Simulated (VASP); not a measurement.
The system is In2O3.

```
In O
1.0
     2.78136    1.60582    4.90288
    -2.78136    1.60582    4.90288
     0.00000   -3.21164    4.90288
In O
4 6
Direct
  0.85669 0.85669 0.85669
  0.35669 0.35669 0.35669
  0.14331 0.14331 0.14331
  0.64331 0.64331 0.64331
  0.45312 0.04688 0.75000
  0.04688 0.75000 0.45312
  0.54688 0.95312 0.25000
  0.25000 0.54688 0.95312
  0.95312 0.25000 0.54688
  0.75000 0.45312 0.04688
```

This cell differs from its parent crystal: strain +1.0%.

Base run:

| Property | Result |
| --- | --- |
| Program | VASP 6.6.1 |
| Functional | PBE |
| Potentials or basis | VASP PAW PBE potentials, release 64 (In_d, O) |
| Cutoff | 520 eV |
| k mesh | 6 × 6 × 6 |
| Occupations | fermi-dirac, width 0.02 eV |
| Spin | no spin polarisation |

Its results: band gap on the k mesh 1.02 eV (least direct gap 1.09 eV); pressure 1.7 GPa; largest force 0.090 eV/Å.

Question: The run is repeated on the same cell with these changes: functional from PBE to r2SCAN; occupations from fermi-dirac, width 0.02 eV to gaussian, width 0.01 eV. What comes out?

Answer: Band gap on the k mesh 1.60 eV (least direct gap 1.66 eV); pressure -4.1 GPa; largest force 0.020 eV/Å.

Caveats: spin-orbit coupling is left out, which moves the levels of the heavy elements; the cell stands under tension (at least some runs); the PAW data sets were made with another functional, which shifts forces and pressure a little (at least some runs).

A k mesh can miss the band edges.
